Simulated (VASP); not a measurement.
# Ge3Br2 (P-3m1) in VASP: notebook

The runs below take Ge3Br2 through single point, with PBE.

All numbers are computed with VASP 6.6.1; they aren't measurements. Logs are shortened: lines on timing, memory, paths and dates and some standing lists are left out, and cuts for length are marked.

**1. The cell of the first run**

Symmetry: P-3m1, No. 164, trigonal system. Conventional cell: a = 4.054 Å, b = 4.054 Å, c = 11.623 Å, α = 90.00°, β = 90.00°, γ = 120.00°. Ge (site symmetry -3m) has 6 Br at 2.84 Å within 3.7 Å. Ge (site symmetry 3m) has 3 Ge at 2.44 Å within 3.2 Å. Br (site symmetry 3m) has 3 Ge at 2.84 Å within 3.7 Å.

**2. Single point, PBE**

The input, INCAR:

```
ALGO = Normal
EDIFF = 1E-6
ENCUT = 520
GGA = PE
ISIF = 2
ISMEAR = 0
LASPH = True
LCHARG = False
LREAL = False
LWAVE = False
NBANDS = 36
NELM = 60
PREC = Accurate
SIGMA = 0.1
```

The input, KPOINTS:

```
k-points
0
Gamma
  6 6 4
```

The input, POSCAR:

```
Ge3Br2
1.0
    4.0542378053      0.0000000000      0.0000000000
   -2.0271189027      3.5110729324      0.0000000000
    0.0000000000      0.0000000000     11.6233383541
Ge Br
3 2
Direct
    0.0000000000      0.0000000000      0.0000000000
    0.3333333333      0.6666666667      0.5293407102
    0.6666666667      0.3333333333      0.4706592898
    0.3333333333      0.6666666667      0.1388672369
    0.6666666667      0.3333333333      0.8611327631
```

Potentials or basis: VASP PAW PBE potentials, release 64 (Ge_d, Br).

Launch:

```sh
cat potpaw_PBE.64/Ge_d/POTCAR potpaw_PBE.64/Br/POTCAR > POTCAR
mpirun -np 1 vasp_std > vasp.out
```

OUTCAR:

```text
EDIFF = 1E-6
   ENCUT = 520
   GGA = PE
   ISIF = 2
   ISMEAR = 0
   LASPH = True
   LREAL = False
   NELM = 60
   PREC = Accurate

 ion  position               nearest neighbor table
   1  0.000  0.000  0.000-   4 2.84   5 2.84   5 2.84   4 2.84   5 2.84   4 2.84
   2  0.333  0.667  0.529-   3 2.44   3 2.44   3 2.44
   3  0.667  0.333  0.471-   2 2.44   2 2.44   2 2.44
   4  0.333  0.667  0.139-   1 2.84   1 2.84   1 2.84
   5  0.667  0.333  0.861-   1 2.84   1 2.84   1 2.84

  LATTYP: Found a hexagonal cell.
 ALAT       =     4.0542378053
 C/A-ratio  =     2.8669601815

  Lattice vectors:

 A1 = (   4.0542378053,   0.0000000000,   0.0000000000)
 A2 = (  -2.0271189027,   3.5110729324,   0.0000000000)
 A3 = (   0.0000000000,   0.0000000000,  11.6233383541)

Analysis of symmetry for initial positions (statically):
=====================================================================
 Subroutine PRICEL returns:
 Original cell was already a primitive cell.

 Routine SETGRP: Setting up the symmetry group for a
 hexagonal supercell.

 Subroutine GETGRP returns: Found 12 space group operations
 (whereof 12 operations were pure point group operations)
 out of a pool of 24 trial point group operations.

The static configuration has the point symmetry D_3d.

Analysis of symmetry for dynamics (positions and initial velocities):
=====================================================================
 Subroutine PRICEL returns:
 Original cell was already a primitive cell.

 Routine SETGRP: Setting up the symmetry group for a
 hexagonal supercell.

 Subroutine GETGRP returns: Found 12 space group operations
 (whereof 12 operations were pure point group operations)
 out of a pool of 24 trial point group operations.

The dynamic configuration has the point symmetry D_3d.

 Subroutine INISYM returns: Found 12 space group operations
 (whereof 12 operations are pure point group operations),
 and found     1 'primitive' translations

----------------------------------------------------------------------------------------

                                     Primitive cell

  volume of cell :     165.4550

  direct lattice vectors                    reciprocal lattice vectors
     4.054237805  0.000000000  0.000000000     0.246655487  0.142406612  0.000000000
    -2.027118903  3.511072932  0.000000000     0.000000000  0.284813224  0.000000000
     0.000000000  0.000000000 11.623338354     0.000000000  0.000000000  0.086033803

  length of vectors
     4.054237805  4.054237805 11.623338354     0.284813224  0.284813224  0.086033803

  position of ions in fractional coordinates (direct lattice)
     0.000000000  0.000000000  0.000000000
     0.333333333  0.666666667  0.529340710
     0.666666667  0.333333333  0.470659290
     0.333333333  0.666666667  0.138867237
     0.666666667  0.333333333  0.861132763

  ion indices of the primitive-cell ions
   primitive index   ion index
                 1           1
                 2           2
                 3           3
                 4           4
                 5           5

----------------------------------------------------------------------------------------

 KPOINTS: k-points

Automatic generation of k-mesh.
 Grid dimensions read from file:
 generate k-points for:    6    6    4

 Generating k-lattice:

  Cartesian coordinates                     Fractional coordinates (reciprocal lattice)
     0.041109248  0.023734435  0.000000000     0.166666667  0.000000000  0.000000000
     0.000000000  0.047468871  0.000000000     0.000000000  0.166666667  0.000000000
     0.000000000  0.000000000  0.021508451     0.000000000  0.000000000  0.250000000

  Length of vectors
     0.047468871  0.047468871  0.021508451

  Shift w.r.t. Gamma in fractional coordinates (k-lattice)
     0.000000000  0.000000000  0.000000000

 Subroutine IBZKPT returns following result:
 ===========================================

 Found     24 irreducible k-points:

 Following reciprocal coordinates:
            Coordinates               Weight
  0.000000  0.000000  0.000000      1.000000
  0.166667  0.000000  0.000000      6.000000
  0.333333  0.000000  0.000000      6.000000
  0.500000  0.000000  0.000000      3.000000
  0.166667  0.166667  0.000000      6.000000
  0.333333  0.166667  0.000000     12.000000
[... 16 lines left out ...]
  0.333333  0.166667  0.500000     12.000000
  0.333333  0.333333  0.500000      2.000000
   k-points           NKPTS =     24   k-points in BZ     NKDIM =     24   number of bands    NBANDS=     36
   number of dos      NEDOS =    301   number of ions     NIONS =      5
   total plane-waves  NPLWV =  81000
   dimension x,y,z NGX =    30 NGY =   30 NGZ =   90
   dimension x,y,z NGXF=    60 NGYF=   60 NGZF=  180
   ions per type =               3   2
   NGX,Y,Z   is equivalent  to a cutoff of  12.30, 12.30, 12.87 a.u.
   NGXF,Y,Z  is equivalent  to a cutoff of  24.60, 24.60, 25.74 a.u.
 SYSTEM =  unknown system
   PREC   = accura    normal or accurate (medium, high low for compatibility)
   ISTART =      0    job   : 0-new  1-cont  2-samecut
   ICHARG =      2    charge: 1-file 2-atom 10-const
   ISPIN  =      1    spin polarized calculation?
   LNONCOLLINEAR =      F non collinear calculations
   LSORBIT =      F    spin-orbit coupling
   LASPH  =      T    aspherical Exc in radial PAW
   ENCUT  =  520.0 eV  38.22 Ry    6.18 a.u.   7.54  7.54 21.61*2*pi/ulx,y,z
   NELM   =     60;   NELMIN=  2; NELMDL= -5     # of ELM steps
   EDIFF  = 0.1E-05   stopping-criterion for ELM
   LREAL  =      F    real-space projection
   EDIFFG = 0.1E-04   stopping-criterion for IOM
   NSW    =      0    number of steps for IOM
   IBRION =     -1    ionic relax: 0-MD 1-quasi-New 2-CG
   NFREE  =      0    steps in history (QN), initial steepest desc. (CG)
   ISIF   =      2    stress and relaxation
   ISYM   =      2    0-nonsym 1-usesym 2-fastsym
   POTIM  = 0.5000    time-step for ionic-motion
   TEBEG  =    0.0;   TEEND  =   0.0 temperature during run
   PSTRESS=    0.0 pullay stress
   NELECT =      56.0000    total number of electrons
   NUPDOWN=      -1.0000    fix difference up-down
   EMIN   =  10.00;   EMAX   =-10.00  energy-range for DOS
   EFERMI =   0.00;   METHOD = LEGACY
   ISMEAR =     0;   SIGMA  =   0.10  broadening in eV -4-tet -1-fermi 0-gaus
   EFERMI_NEDOS =   21; number of points for ismear=-14 and -15
   IALGO  =     38    algorithm
   IMIX   =      4    mixing-type and parameters
     AMIX     =   0.40;   BMIX     =  1.00
     AMIX_MAG =   1.60;   BMIX_MAG =  1.00
  volume/ion in A,a.u.               =      33.09       223.31
  Fermi-wavevector in a.u.,A,eV,Ry     =   1.140891  2.155972 17.709785  1.301632
  Thomas-Fermi vector in A             =   2.277592
   LORBIT       =      0    0 simple, 1 ext, 2 COOP (PROOUT), +10 PAW based schemes
   GGA     = PE    functional components
   LHFCALC =     F    Hartree Fock is set to
   AEXX    =    0.0000 exact exchange contribution
   IVDW    =     0    specifies the selected vdW correction
   LEPSILON=     F    determine dielectric tensor
   LRPA    =     F    only Hartree local field effects (RPA)
 non-spin polarized calculation
 Gauss-broadening in eV      SIGMA  =   0.10
  energy-cutoff  :      520.00
  volume of cell :      165.46
 maximum number of plane-waves:      4488
   NGX = 15   NGY = 15   NGZ = 43

 number of electron      55.9999986 magnetization

 Free energy of the ion-electron system (eV)
  ---------------------------------------------------
  ext. energy  EPLUGINS =         0.00000000
  ---------------------------------------------------
  free energy    TOTEN  =       -17.60172420 eV

  energy without entropy =      -17.59576605  energy(sigma->0) =      -17.59874513

 E-fermi :   2.0443     XC(G=0):  -7.9745

 val. band max:        2.0440340829   @ k =   0.3333   0.3333   0.2500
 cond. band min:       2.0769297279   @ k =   0.3333   0.3333   0.5000
 fundamental gap:      0.0328956450
 Fermi energy:         2.0442987308

 k-point     1 :       0.0000    0.0000    0.0000
  band No.  band energies     occupation
      1     -23.9468      2.00000
      2     -23.9457      2.00000
      3     -23.9457      2.00000
      4     -23.9431      2.00000
      5     -23.9431      2.00000
      6     -22.4497      2.00000
[... 28 lines left out ...]
     35       5.9007      0.00000
     36       8.2038      0.00000

 k-point     2 :       0.1667    0.0000    0.0000
  band No.  band energies     occupation
      1     -23.9469      2.00000
      2     -23.9461      2.00000
      3     -23.9455      2.00000
      4     -23.9432      2.00000
      5     -23.9423      2.00000
      6     -22.4618      2.00000
[... 28 lines left out ...]
     35       6.9104      0.00000
     36       7.8083      0.00000

 k-point     3 :       0.3333    0.0000    0.0000
  band No.  band energies     occupation
      1     -23.9492      2.00000
      2     -23.9455      2.00000
      3     -23.9455      2.00000
      4     -23.9428      2.00000
      5     -23.9404      2.00000
      6     -22.4707      2.00000
[... 28 lines left out ...]
     35       7.4229      0.00000
     36       8.5181      0.00000

 k-point     4 :       0.5000    0.0000    0.0000
  band No.  band energies     occupation
      1     -23.9504      2.00000
      2     -23.9456      2.00000
      3     -23.9455      2.00000
      4     -23.9424      2.00000
      5     -23.9393      2.00000
      6     -22.4686      2.00000
[... 28 lines left out ...]
     35       7.9187      0.00000
     36       8.5540      0.00000

 k-point     5 :       0.1667    0.1667    0.0000
  band No.  band energies     occupation
      1     -23.9481      2.00000
      2     -23.9460      2.00000
      3     -23.9453      2.00000
      4     -23.9432      2.00000
      5     -23.9410      2.00000
      6     -22.4710      2.00000
[... 655 lines left out ...]
 k-point    22 :       0.1667    0.1667    0.5000
  band No.  band energies     occupation
      1     -23.9481      2.00000
      2     -23.9460      2.00000
      3     -23.9453      2.00000
      4     -23.9432      2.00000
      5     -23.9410      2.00000
      6     -22.4710      2.00000
[... 28 lines left out ...]
     35       7.4237      0.00000
     36       7.6937      0.00000

 k-point    23 :       0.3333    0.1667    0.5000
  band No.  band energies     occupation
      1     -23.9494      2.00000
      2     -23.9463      2.00000
      3     -23.9449      2.00000
      4     -23.9425      2.00000
      5     -23.9401      2.00000
      6     -22.4811      2.00000
[... 28 lines left out ...]
     35       7.4356      0.00000
     36       8.0227      0.00000

 k-point    24 :       0.3333    0.3333    0.5000
  band No.  band energies     occupation
      1     -23.9480      2.00000
      2     -23.9480      2.00000
      3     -23.9442      2.00000
      4     -23.9414      2.00000
      5     -23.9414      2.00000
      6     -22.4904      2.00000
[... 28 lines left out ...]
     35       8.2121      0.00000
     36       8.6272      0.00000

------------------------ aborting loop because EDIFF is reached ----------------------------------------

  FORCE on cell =-STRESS in cart. coord.  units (eV):
  Direction    XX          YY          ZZ          XY          YZ          ZX
  --------------------------------------------------------------------------------------
  -------------------------------------------------------------------------------------
  Total       -0.0249636     -0.0249636      0.1682025      0.0000000      0.0000000      0.0000000
  in kB       -0.2417344     -0.2417344      1.6287824      0.0000000      0.0000000      0.0000000
  external PRESSURE =       0.3817712 kB  Pullay stress =       0.0000000 kB

 VOLUME and BASIS-vectors are now :
 -----------------------------------------------------------------------------
  energy-cutoff  :      520.00
  volume of cell :      165.46
      direct lattice vectors                 reciprocal lattice vectors
     4.054237805  0.000000000  0.000000000     0.246655487  0.142406612  0.000000000
    -2.027118903  3.511072932  0.000000000     0.000000000  0.284813224  0.000000000
     0.000000000  0.000000000 11.623338354     0.000000000  0.000000000  0.086033803

 POSITION                                       TOTAL-FORCE (eV/Angst)
 -----------------------------------------------------------------------------------
      0.00000      0.00000      0.00000        -0.000000      0.000000      0.000000
     -0.00000      2.34072      6.15271         0.000000     -0.000000      0.001100
      2.02712      1.17036      5.47063         0.000000      0.000000     -0.001100
     -0.00000      2.34072      1.61410        -0.000000      0.000000      0.000932
      2.02712      1.17036     10.00924        -0.000000      0.000000     -0.000932
 -----------------------------------------------------------------------------------
    total drift:                               -0.000000      0.000000      0.000000

  FREE ENERGIE OF THE ION-ELECTRON SYSTEM (eV)
  ---------------------------------------------------
  free  energy   TOTEN  =       -17.6017242018 eV

  energy  without entropy=      -17.5957660524  energy(sigma->0) =      -17.59874513
```

It took 81 s on 1 thread of Intel Xeon 6975P-C (Granite Rapids), shared host; peak memory 0.32 GiB.

What came out:

```
Free energy            : -17.6017 eV
Pressure               : 0.0 GPa
Band gap on the k mesh : zero (band 28 reaches 2.08 eV, above the bottom of band 29 at 2.01 eV)
```

**3. Single point, PBE**

This run uses another cell than the first one, of 22.01 Å³/atom, 0.665 times its volume.

The input, INCAR:

```
SYSTEM = Ge3Br2
PREC     = Accurate       ! precision mode
ENCUT    = 520            ! plane-wave cutoff, eV
EDIFF    = 1E-6           ! SCF threshold, eV
ISMEAR   = 0              ! smearing method
SIGMA    = 0.1            ! smearing width, eV
LREAL    = .FALSE.        ! projectors in reciprocal space
LASPH    = .TRUE.         ! aspherical terms in the spheres
NELM     = 80             ! most SCF steps
ALGO     = Normal         ! electronic algorithm
ISIF     = 2              ! what is computed and relaxed
LWAVE    = .FALSE.        ! write WAVECAR
LCHARG   = .TRUE.         ! write CHGCAR
GGA      = PE             ! functional
LELF     = .TRUE.         ! ELF
LVHAR    = .TRUE.       
NBANDS   = 36             ! bands
```

The input, KPOINTS:

```
Automatic mesh
0
G
  6 6 4
  0 0 0
```

The input, POSCAR:

```
Ge3Br2
1.0
    4.3385057954      0.0000000000      0.0000000000
   -2.1692528977      3.7572562332      0.0000000000
    0.0000000000      0.0000000000      6.7500102857
Ge Br
3 2
Direct
    0.0000000000      0.0000000000      0.0000000000
    0.3333333333      0.6666666667      0.6450000000
    0.6666666667      0.3333333333      0.3550000000
    0.3333333333      0.6666666667      0.2450000000
    0.6666666667      0.3333333333      0.7550000000
```

Potentials or basis: VASP PAW PBE potentials, release 64 (Ge_d, Br).

Launch:

```sh
cat potpaw_PBE.64/Ge_d/POTCAR potpaw_PBE.64/Br/POTCAR > POTCAR
mpirun -np 1 vasp_std > vasp.out
```

Run time: 34 s. Hardware: 1 thread of Intel Xeon 6975P-C (Granite Rapids), shared host; peak memory 0.25 GiB.

It converged, with:

| Quantity | Value |
| --- | --- |
| Free energy | -11.8725 eV |
| Pressure | 14.6 GPa |
| Largest force | 2.377 eV/Å |
| Band gap on the k mesh | zero (band 28 reaches 6.41 eV, above the bottom of band 29 at 5.71 eV) |

Forces in eV/Å, atoms in the order of the input:
```
Ge   0.000  0.000  0.000
Ge   0.000  0.000  0.296
Ge   0.000  0.000 -0.296
Br   0.000  0.000 -2.377
Br   0.000  0.000  2.377
```

Stress tensor (GPa, compression positive):
```
15.93  0.00  0.00
 0.00 15.93  0.00
 0.00  0.00 11.95
```

Levels at points of the mesh, in eV from the Fermi level:
```tsv
k point	band 25	band 26	band 27	band 28	band 29	band 30	band 31	band 32
(0.00, 0.00, 0.00)	-5.20	-3.09	-0.84	-0.84	-0.06	0.23	0.23	0.62
(0.50, 0.00, 0.00)	-3.73	-2.96	-0.58	-0.36	0.44	1.05	1.71	2.64
(0.00, 0.00, 0.50)	-4.62	-4.26	-1.19	-1.19	-0.11	0.34	0.34	1.44
(0.50, 0.00, 0.50)	-4.26	-2.47	-1.76	-0.35	0.89	1.26	1.34	1.96
```

Caveat: forces of over 1 eV/Å act on the atoms, so gaps and moduli don't describe the material at rest.
